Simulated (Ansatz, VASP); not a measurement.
## HfN: VASP beside Ansatz

INCAR

```
SYSTEM = HfN
ALGO = Normal ; EDIFF = 1E-7
ENCUT = 520 ; GGA = CA
ISIF = 2 ; ISMEAR = -1
LASPH = .True. ; LCHARG = .False.
LREAL = .False. ; LWAVE = .False.
NBANDS = 14 ; NELM = 100
PREC = Accurate ; SIGMA = 0.05
```

The input KPOINTS:

```
k-points
0
Gamma
  10 10 10
  0 0 0
```

The input POSCAR:

```
HfN
1.0
    0.0000000000      2.5108143339      2.5108143339
    2.5108143339      0.0000000000      2.5108143339
    2.5108143339      2.5108143339      0.0000000000
Hf N
1 1
Direct
    0.0000000000      0.0000000000      0.0000000000
    0.7500000000      0.7500000000      0.7500000000
```

Input for Ansatz:

```yaml
crystal:
  lattice:
    - [0.0, 2.5108143339208686, 2.5108143339208686]
    - [2.5108143339208686, 0.0, 2.5108143339208686]
    - [2.5108143339208686, 2.5108143339208686, 0.0]
  atoms:
    - { symbol: Hf, position: [0.0, 0.0, 0.0] }
    - { symbol: "N", position: [0.75, 0.75, 0.75] }
basis:
  ecutwfc: 557.833418042754
kpoints:
  mp_grid:
    grid: [10, 10, 10]
hamiltonian:
  xc: lda
  pseudopotentials:
    kind: paw
scf:
  occupations:
    method: fermi_dirac
    width: 0.05
output:
  stress: true
```

Alike in both runs: task single point; functional LDA; k mesh 10 × 10 × 10; occupations fermi-dirac, width 0.05 eV; no spin polarisation.

```csv
,VASP,Ansatz
version,VASP 6.6.1,Ansatz 0.2.0
potentials or method,"VASP PAW LDA potentials, release 64 (Hf_pv, N), cutoff 520 eV","plane waves, PAW"
valence electrons in the cell,15,31
```

|  | VASP | Ansatz | Ansatz less VASP |
| --- | --- | --- | --- |
| pressure (GPa) | -20.2 | -19.8 | +0.49 |

LDA's correlation is that of Perdew and Zunger in VASP and of Perdew and Wang (1992) in Ansatz. VASP's potentials hold 15 valence electrons a cell and Ansatz's 31, so a difference there can come from the potentials and not from the codes.

Spin-orbit coupling is off throughout.
